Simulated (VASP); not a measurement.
A run of VASP 6.6.1:

Contents of POSCAR:

```
InP
1.0
    0.0000000000      2.9694388578      2.9694388578
    2.9694388578      0.0000000000      2.9694388578
    2.9694388578      2.9694388578      0.0000000000
In P
1 1
Direct
    0.0000000000      0.0000000000      0.0000000000
    0.2500000000      0.2500000000      0.2500000000
```

INCAR.step1

```
SYSTEM = InP
ALGO = Normal
EDIFF = 1E-4
ENCUT = 520
GGA = PE
ISMEAR = 0
LASPH = .TRUE.
LCHARG = .FALSE.
LREAL = .FALSE.
LWAVE = .TRUE.
NBANDS = 16
NELM = 60
PREC = Accurate
SIGMA = 0.02
```

Contents of INCAR.step2:

```
SYSTEM = InP
ALGO = Normal
EDIFF = 1E-6
ENCUT = 520
ISIF = 2
ISMEAR = 0
ISTART = 1
LASPH = .TRUE.
LCHARG = .FALSE.
LMIXTAU = .TRUE.
LREAL = .FALSE.
LWAVE = .FALSE.
METAGGA = R2SCAN
NBANDS = 16
NELM = 60
PREC = Accurate
SIGMA = 0.02
```

The input KPOINTS:

```
k-points
0
G
  8 8 8
  0 0 0
```

Potentials or basis: VASP PAW PBE potentials, release 64 (In_d, P).

Command:

```console
$ cat potpaw_PBE.64/In_d/POTCAR potpaw_PBE.64/P/POTCAR > POTCAR
$ cp INCAR.step1 INCAR
$ mpirun -np 1 vasp_std > vasp.out
$ cp INCAR.step2 INCAR
$ mpirun -np 1 vasp_std > vasp.out
```

Hardware: 1 thread of Intel(R) Xeon(R) 6975P-C (Granite Rapids), with other jobs on the host.

Task: Estimate the wall time of this run.

Result: Run time: 30 s on 1 thread of Intel(R) Xeon(R) 6975P-C (Granite Rapids) (shared host), peak memory 0.19 GiB. Counts: k points 29.
